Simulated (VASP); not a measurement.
Here is a VASP 6.6.1 calculation.

File INCAR:

```
SYSTEM = Si16HC16
ALGO = Normal ; EDIFF = 1E-6
ENCUT = 520 ; GGA = PE
GGA_COMPAT = .False. ; ISIF = 2
ISMEAR = -1 ; LASPH = .True.
LCHARG = .False. ; LREAL = Auto
LWAVE = .False. ; NBANDS = 86
NELECT = 130.0 ; NELM = 120
PREC = Accurate ; SIGMA = 0.01
```

Contents of KPOINTS:

```
k-points
0
Gamma
  1 1 1
  0 0 0
```

File POSCAR:

```
Si16HC16
1.0
    6.1879230300      0.0000000600      0.0000000000
   -3.0939615600      5.3588985100      0.0000000000
    0.0000000000      0.0000000000     10.1287833600
Si C H
16 16 1
Direct
    0.3294716158      0.1626477864      0.9428138268
    0.1644261205      0.3354971151      0.4374159109
    0.0039371784      0.0043158122      0.6890176986
   -0.0008069255      0.0018981513      0.1868049629
    0.3374075810      0.6639287856      0.9367236580
    0.1660974501      0.8358346369      0.4386156602
   -0.0000651336      0.5039222137      0.6840058429
   -0.0010601189      0.5015666923      0.1879659118
    0.8310348611      0.1657243459      0.9362840198
    0.6673203790      0.3355730579      0.4373972512
    0.4966518553      0.0044895365      0.6889975579
    0.4991225775      0.0019796923      0.1868009151
    0.8225751776      0.6637906921      0.9367134890
    0.6667750338      0.8372552590      0.4386847701
    0.5025841994      0.5093054039      0.6894140937
    0.4953308557      0.4943959967      0.1927514817
    0.3372174266      0.1782974576      0.7516190967
    0.1626914584      0.3331981352      0.2503440848
    0.0009320869      0.0034563073      0.4998951819
   -0.0067826498     -0.0028793230     -0.0020706337
    0.3249136887      0.6714659689      0.7436972174
    0.1661213551      0.8358006746      0.2483033658
   -0.0012957738      0.5012043044      0.4953073653
   -0.0010134499      0.5017579630     -0.0009990341
    0.8326237812      0.1689332142      0.7465761416
    0.6668405566      0.3333099063      0.2503443809
    0.4989349548      0.0035779685      0.4998681303
    0.5002935572     -0.0027537431     -0.0020660922
    0.8421516011      0.6711907200      0.7437643528
    0.6648141914      0.8332721644      0.2495308578
    0.4997478638      0.5033803057      0.4986135867
    0.4888623637      0.4815808633      0.0101928333
    0.5825389280      0.6698729148      0.8523423488
```

Potentials or basis: VASP PAW PBE potentials, release 64 (Si, C, H).

Command:

```console
$ cat potpaw_PBE.64/Si/POTCAR potpaw_PBE.64/C/POTCAR potpaw_PBE.64/H/POTCAR > POTCAR
$ mpirun -np 1 vasp_gam > vasp.out
```

Q: Estimate the largest force.

A: 1.755 eV/Å.

Forces in eV/Å, atoms in the order of the input:
```
Si  -0.003 -0.096  0.106
Si   0.001 -0.034 -0.036
Si  -0.028  0.024  0.040
Si   0.004 -0.047 -0.047
Si   0.083 -0.096 -0.019
Si  -0.001 -0.044 -0.062
Si   0.000 -0.108 -0.062
Si  -0.001 -0.049 -0.016
Si   0.002 -0.079  0.014
Si  -0.002 -0.034 -0.035
Si   0.021  0.022  0.040
Si  -0.008 -0.048 -0.045
Si  -0.089 -0.095 -0.015
Si   0.000 -0.048 -0.009
Si  -0.001  0.032 -0.024
Si  -0.001 -0.122 -0.020
C   -0.006  0.127  0.097
C   -0.007 -0.059 -0.002
C    0.012 -0.030  0.022
C   -0.034 -0.089 -0.042
C   -0.043 -0.057 -0.056
C    0.002 -0.049 -0.019
C    0.002 -0.055 -0.056
C    0.004 -0.050 -0.026
C   -0.001 -0.039  0.008
C    0.012 -0.060 -0.006
C   -0.013 -0.033  0.021
C    0.031 -0.090 -0.043
C    0.048 -0.049 -0.060
C    0.003 -0.080 -0.020
C    0.004 -0.040 -0.002
C   -0.005 -0.253  0.071
H    0.016  1.728  0.304
```

Caveat: the k points lie up to 1.17 Å⁻¹ apart, too coarse for converged energies, forces and pressures; the cell carries a net charge on a neutralising background, which shifts energy and pressure.
